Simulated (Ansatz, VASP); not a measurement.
## LiF in VASP and in Ansatz

INCAR

```
PREC = Accurate ; ENCUT = 520
EDIFF = 1E-8 ; ISMEAR = -1
SIGMA = 0.03 ; LREAL = False
LASPH = True ; NELM = 60
ALGO = Normal ; ISIF = 2
LWAVE = False ; LCHARG = False
LEFG = True ; NBANDS = 12
```

The input KPOINTS:

```
Automatic mesh
0
Gamma
  10 10 10
```

File POSCAR:

```
LiF
1.0
    0.0000000000      2.0140000000      1.9737200000
    2.0140000000      0.0000000000      1.9737200000
    2.0140000000      2.0140000000      0.0000000000
Li F
1 1
Direct
    0.0000000000      0.0000000000      0.0000000000
    0.5000000000      0.5000000000      0.5000000000
```

Input for Ansatz:

```yaml
crystal:
  lattice:
    - [0.0, 2.014, 1.97372]
    - [2.014, 0.0, 1.97372]
    - [2.014, 2.014, 0.0]
  atoms:
    - { symbol: Li, position: [0.0, 0.0, 0.0] }
    - { symbol: F, position: [0.5, 0.5, 0.5] }
kpoints:
  mp_grid: { grid: [10, 10, 10] }
scf:
  occupations: { method: fermi_dirac, width: 0.03 }
hamiltonian:
  xc: lda
  pseudopotentials: { kind: all_electron, datasets: crystal }
output:
  forces: true
  stress: true
  eigenvalues: true
  efg: { contact_densities: true }
```

Change from the starting cell: zz strain of -2 %, crystal datasets.

Alike in both runs: task electric field gradients; functional LDA; k mesh 10 × 10 × 10; occupations fermi-dirac, width 0.03 eV; no spin polarisation.

|  | VASP | Ansatz |
| --- | --- | --- |
| version | VASP 6.6.1 | Ansatz 0.2.0 |
| potentials or method | VASP PAW LDA potentials, release 64 (Li_sv, F), cutoff 520 eV | all-electron PAW with datasets made for the crystal, scalar-relativistic |

```tsv
	VASP	Ansatz	Ansatz less VASP
gap on the k mesh at the Fermi level (eV)	9.00	8.98	-0.018
size of Vzz on the site where it differs most (V/Å²)	0.1	0.3	+0.17
```

LDA's correlation is that of Perdew and Zunger in VASP and of Perdew and Wang (1992) in Ansatz. Ansatz ran all-electron here, and VASP with PAW potentials.

Noted on VASP's run: the cutoff is short for stress, so the pressure is rough.
